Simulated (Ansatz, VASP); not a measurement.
**Sr in VASP and in Ansatz**

The input INCAR:

```
SYSTEM = Sr
ALGO     = Normal         ! electronic algorithm
EDIFF    = 1E-6           ! SCF threshold, eV
ENCUT    = 520            ! plane-wave cutoff, eV
GGA      = CA             ! functional
ISIF     = 2              ! what is computed and relaxed
ISMEAR   = -1             ! smearing method
LASPH    = .TRUE.         ! aspherical terms in the spheres
LCHARG   = .FALSE.        ! write CHGCAR
LREAL    = .FALSE.        ! projectors in reciprocal space
LWAVE    = .FALSE.        ! write WAVECAR
NBANDS   = 17             ! bands
NELM     = 100            ! most SCF steps
PREC     = Accurate       ! precision mode
SIGMA    = 0.3            ! smearing width, eV
```

Contents of KPOINTS:

```
k-points
0
G
  8 8 8
  0 0 0
```

Contents of POSCAR:

```
Sr
1.0
    5.6176620000      0.0000000000      0.0000000000
   -4.1636973586      3.7711736439      0.0000000000
   -0.7269826297     -1.8855876235      5.2415820051
Sr
2
Direct
    0.7500000000      0.2500000000      0.5000000000
    0.0000000000      0.0000000000      0.0000000000
```

Input for Ansatz:

```yaml
crystal:
  lattice:
    - [5.617662, 0.0, 0.0]
    - [-4.163697358559112, 3.7711736439166876, 0.0]
    - [-0.7269826297345167, -1.8855876234535758, 5.241582005138047]
  atoms:
    - { symbol: Sr, position: [0.75, 0.25, 0.5] }
    - { symbol: Sr, position: [0.0, 0.0, 0.0] }
kpoints:
  mp_grid:
    grid: [8, 8, 8]
hamiltonian:
  xc: lda
  pseudopotentials:
    kind: paw
scf:
  n_extra_bands: 8
  occupations:
    method: fermi_dirac
    width: 0.3
output:
  stress: true
```

Alike in both runs: task single point; functional LDA; k mesh 8 × 8 × 8; occupations fermi-dirac, width 0.3 eV; no spin polarisation.

|  | VASP | Ansatz |
| --- | --- | --- |
| version | VASP 6.6.1 | Ansatz 0.2.0 |
| potentials or method | VASP PAW LDA potentials, release 64 (Sr_sv) | plane waves, PAW |
| plane-wave cutoff (eV) | 520 | 420 |
| valence electrons in the cell | 20 | 20 |

|  | VASP | Ansatz | Ansatz less VASP |
| --- | --- | --- | --- |
| pressure (GPa) | -0.9 | -0.9 | +0.01 |
| traceless stress, the component that is largest in VASP (GPa) | -0.24 | -0.24 | -0.001 |

LDA's correlation is that of Perdew and Zunger in VASP and of Perdew and Wang (1992) in Ansatz.
